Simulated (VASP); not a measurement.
# CoO (R-3m) in VASP: notebook, part 2 of 2

VASP 6.6.1.

**3. Vibrations by perturbation theory, PBEsol, collinear spin, ferromagnetic start**

INCAR

```
SYSTEM = CoO
ALGO = Normal
EDIFF = 1E-8
ENCUT = 520
GGA = PS
IBRION = 8
ISIF = 2
ISMEAR = -1
ISPIN = 2
LASPH = .True.
LCHARG = .False.
LMAXMIX = 4
LORBIT = 11
LREAL = .False.
LWAVE = .False.
MAGMOM = 2 0
NBANDS = 18
NELM = 150
NSW = 1
PREC = Accurate
SIGMA = 0.05
```

KPOINTS

```
k-points
0
Gamma
  10 10 10
  0 0 0
```

POSCAR

```
CoO
1.0
    1.5054695445      0.8691832468      2.4399269062
   -1.5054695445      0.8691832468      2.4399269062
    0.0000000000     -1.7383664936      2.4399269062
Co O
1 1
Direct
    0.0000000000      0.0000000000      0.0000000000
    0.5000000000      0.5000000000      0.5000000000
```

Potentials or basis: VASP PAW PBE potentials, release 64 (Co, O).

The run is started by

```console
> cat potpaw_PBE.64/Co/POTCAR potpaw_PBE.64/O/POTCAR > POTCAR
> mpirun -np 1 vasp_std > vasp.out
```

OUTCAR:

```text
SYSTEM = CoO
   EDIFF = 1E-8
   ENCUT = 520
   GGA = PS
   IBRION = 8
   ISIF = 2
   ISMEAR = -1
   ISPIN = 2
   LASPH = .True.
   LORBIT = 11
   LREAL = .False.
   NELM = 150
   NSW = 1
   PREC = Accurate

 ion  position               nearest neighbor table
   1  0.000  0.000  0.000-   2 2.12   2 2.12   2 2.12   2 2.12   2 2.12   2 2.12
   2  0.500  0.500  0.500-   1 2.12   1 2.12   1 2.12   1 2.12   1 2.12   1 2.12

  LATTYP: Found a trigonal (rhomboedric) cell.
 ALAT       =     2.9958573687
 COS(alpha) =     0.4949531368

  Lattice vectors:

 A1 = (   1.5054695445,   0.8691832468,   2.4399269062)
 A2 = (  -1.5054695445,   0.8691832468,   2.4399269062)
 A3 = (   0.0000000000,  -1.7383664936,   2.4399269062)

Analysis of symmetry for initial positions (statically):
=====================================================================
 Subroutine PRICEL returns:
 Original cell was already a primitive cell.

 Routine SETGRP: Setting up the symmetry group for a
 trigonal (rhombohedral) supercell.

 Subroutine GETGRP returns: Found 12 space group operations
 (whereof 12 operations were pure point group operations)
 out of a pool of 12 trial point group operations.

The static configuration has the point symmetry D_3d.

Analysis of symmetry for dynamics (positions and initial velocities):
=====================================================================
 Subroutine PRICEL returns:
 Original cell was already a primitive cell.

 Routine SETGRP: Setting up the symmetry group for a
 trigonal (rhombohedral) supercell.

 Subroutine GETGRP returns: Found 12 space group operations
 (whereof 12 operations were pure point group operations)
 out of a pool of 12 trial point group operations.

The dynamic configuration has the point symmetry D_3d.

Analysis of structural, dynamic, and magnetic symmetry:
=====================================================================
 Subroutine PRICEL returns:
 Original cell was already a primitive cell.

 Routine SETGRP: Setting up the symmetry group for a
 trigonal (rhombohedral) supercell.

 Subroutine GETGRP returns: Found 12 space group operations
 (whereof 12 operations were pure point group operations)
 out of a pool of 12 trial point group operations.

The overall configuration has the point symmetry D_3d.

 Subroutine INISYM returns: Found 12 space group operations
 (whereof 12 operations are pure point group operations),
 and found     1 'primitive' translations

----------------------------------------------------------------------------------------

[... 1164 lines left out ...]

------------------------ aborting loop because EDIFF is reached ----------------------------------------

  FORCE on cell =-STRESS in cart. coord.  units (eV):
  Direction    XX          YY          ZZ          XY          YZ          ZX
  --------------------------------------------------------------------------------------
  -------------------------------------------------------------------------------------
  Total       -1.1446847     -1.1446847     -1.1823678      0.0000000     -0.0000000      0.0000000
  in kB      -95.7381604    -95.7381604    -98.8898690      0.0000000     -0.0000000      0.0000000
  external PRESSURE =     -96.7887299 kB  Pullay stress =       0.0000000 kB

 VOLUME and BASIS-vectors are now :
 -----------------------------------------------------------------------------
  energy-cutoff  :      520.00
  volume of cell :       19.16
      direct lattice vectors                 reciprocal lattice vectors
     1.505469544  0.869183247  2.439926906     0.332122295  0.191750896  0.136616114
    -1.505469544  0.869183247  2.439926906    -0.332122295  0.191750896  0.136616114
     0.000000000 -1.738366494  2.439926906     0.000000000 -0.383501793  0.136616114

 POSITION                                       TOTAL-FORCE (eV/Angst)
 -----------------------------------------------------------------------------------
      0.00000      0.00000      0.00000        -0.000000     -0.000000      0.000000
      0.00000      0.00000      3.65989         0.000000      0.000000      0.000000
 -----------------------------------------------------------------------------------
    total drift:                               -0.000000      0.000000     -0.000000

  FREE ENERGIE OF THE ION-ELECTRON SYSTEM (eV)
  ---------------------------------------------------
  free  energy   TOTEN  =       -13.9723374840 eV

  energy  without entropy=      -13.9399843495  energy(sigma->0) =      -13.95616092

[... ionic steps 2 to 3 ...]

--------------------------------------- Ionic step        4  -------------------------------------------

------------------------ aborting loop because EDIFF is reached ----------------------------------------
[... 11 lines left out ...]
[... ionic steps 8 to 8 ...]

--------------------------------------- Ionic step        9  -------------------------------------------

 Free energy of the ion-electron system (eV)
  ---------------------------------------------------
  ---------------------------------------------------
  free energy    TOTEN  =        -0.35510851 eV

  energy without entropy =       -0.35510850

------------------------ aborting loop because EDIFF is reached ----------------------------------------

 INTERNAL STRAIN TENSOR  FOR ION    2  DIRECTION 3   (eV/Angst):
 -----------------------------------------------------------------------------
    -0.03721  0.00000 -0.00000
     0.00000 -0.03721  0.00000
    -0.00000  0.00000  0.02959

 INTERNAL STRAIN TENSOR FOR ION    2 for displacements in x,y,z  (eV/Angst):
          X           Y           Z          XY          YZ          ZX
  --------------------------------------------------------------------------------
  x     0.00000     0.00000     0.00000     0.00000     0.00000     0.00000
  y     0.00000     0.00000     0.00000     0.00000     0.00000     0.00000
  z     0.00000     0.00000     0.00000     0.00000     0.00000     0.00000

 SECOND DERIVATIVES (NOT SYMMETRIZED)
 ------------------------------------
               1X          1Y          1Z          2X          2Y          2Z
  1X    -0.202397    0.000000    0.000000    0.202397    0.000000    0.000000
  1Y     0.000000   -0.202397    0.000000    0.000000    0.202397    0.000000
  1Z     0.000000    0.000000   -0.024166    0.000000    0.000000    0.024166
  2X     0.222018    0.000000    0.000000   -0.222018    0.000000    0.000000
  2Y     0.000000    0.222018    0.000000    0.000000   -0.222018    0.000000
  2Z     0.000000    0.000000    0.057323    0.000000    0.000000   -0.057323

 Eigenvectors and eigenvalues of the dynamical matrix
 ----------------------------------------------------

   1 f  =    2.057215 THz    12.925864 2PiTHz   68.621312 cm-1     8.507955 meV
             X         Y         Z           dx          dy          dz
      0.000000  0.000000  0.000000     0.000000    0.445649    0.000000
      0.000000  0.000000  3.659890     0.000000   -0.895208    0.000000
[... 21 lines left out ...]
   6 f/i=    0.132391 THz     0.831839 2PiTHz    4.416096 cm-1     0.547526 meV
             X         Y         Z           dx          dy          dz
      0.000000  0.000000  0.000000     0.000000    0.000000    0.939959
      0.000000  0.000000  3.659890     0.000000    0.000000    0.341287

--------------------------------------------------------------------------------------------------------

 ELASTIC MODULI CONTR FROM IONIC RELAXATION (kBar)
 Direction    XX          YY          ZZ          XY          YZ          ZX
 --------------------------------------------------------------------------------
 XX           0.0000      0.0000      0.0000      0.0000      0.0000      0.0000
 YY           0.0000      0.0000      0.0000      0.0000      0.0000      0.0000
 ZZ           0.0000      0.0000      0.0000      0.0000      0.0000      0.0000
 XY           0.0000      0.0000      0.0000      0.0000      0.0000      0.0000
 YZ           0.0000      0.0000      0.0000      0.0000      0.0000      0.0000
 ZX           0.0000      0.0000      0.0000      0.0000      0.0000      0.0000
 --------------------------------------------------------------------------------

 total charge

# of ion       s       p       d       tot
------------------------------------------
    1        0.300   0.367   7.150   7.817
    2        1.551   3.403   0.000   4.954
--------------------------------------------------
tot          1.850   3.770   7.150  12.771

 magnetization (x)

# of ion       s       p       d       tot
------------------------------------------
    1        0.020   0.018   2.514   2.551
    2        0.029   0.282   0.000   0.312
--------------------------------------------------
tot          0.049   0.300   2.514   2.863
```

stdout:

```text
POSCAR found type information on POSCAR CoO
 POSCAR found :  2 types and       2 ions
 scaLAPACK will be used
 -----------------------------------------------------------------------------
|                                                                             |
|                                                                             |
|     You enforced a specific xc type in the INCAR file but a different       |
|     I HOPE YOU KNOW WHAT YOU ARE DOING!                                     |
|                                                                             |
 -----------------------------------------------------------------------------

 LDA part: xc-table for (Slater+PW92), standard interpolation
 POSCAR, INCAR and KPOINTS ok, starting setup
 FFT: planning ... GRIDC
 FFT: planning ... GRID_SOFT
 FFT: planning ... GRID
 WAVECAR not read
 entering main loop
 Linear response reoptimize wavefunctions to high precision
 Linear response DOF=           4
 Linear response progress:
 first order change of Fermi-energy   0.22812E-03
 force on displaced ion       1 direction 1 :  -0.202  -0.000  -0.000
 Linear response progress:
 first order change of Fermi-energy   0.17914E-03
 force on displaced ion       1 direction 3 :   0.000  -0.000  -0.024
 Linear response progress:
 first order change of Fermi-energy  -0.42910E-03
 force on displaced ion       2 direction 1 :  -0.222   0.000  -0.000
 Linear response progress:
 first order change of Fermi-energy   0.19093E-03
 force on displaced ion       2 direction 3 :   0.000  -0.000  -0.057
 Linear response finished
```

It took 13 min on 1 thread of AMD EPYC 9R45 (Zen 5), shared host; peak memory 0.43 GiB.

Results:

```yaml
Net_moment: 2.92 μB per cell
Site_moments: Co +2.55; O +0.31 μB
Valence_electrons_inside_the_program's_atomic_spheres: Co 7.82; O 4.95
Highest_phonon_frequency_at_Γ_LO-TO_splitting_left_out: 69 cm⁻¹
```

Phonon frequencies in cm⁻¹ (negative: imaginary):
```csv
q point,frequencies
"(0.000, 0.000, 0.000)",-4 -1 -1 33 69 69
```

Caveat: the cell stands under pressure or tension, which shifts response properties; the PAW data sets were made with another functional, which shifts forces and pressure a little; a cell with one magnetic atom can't hold antiferromagnetic order, which such compounds often take.
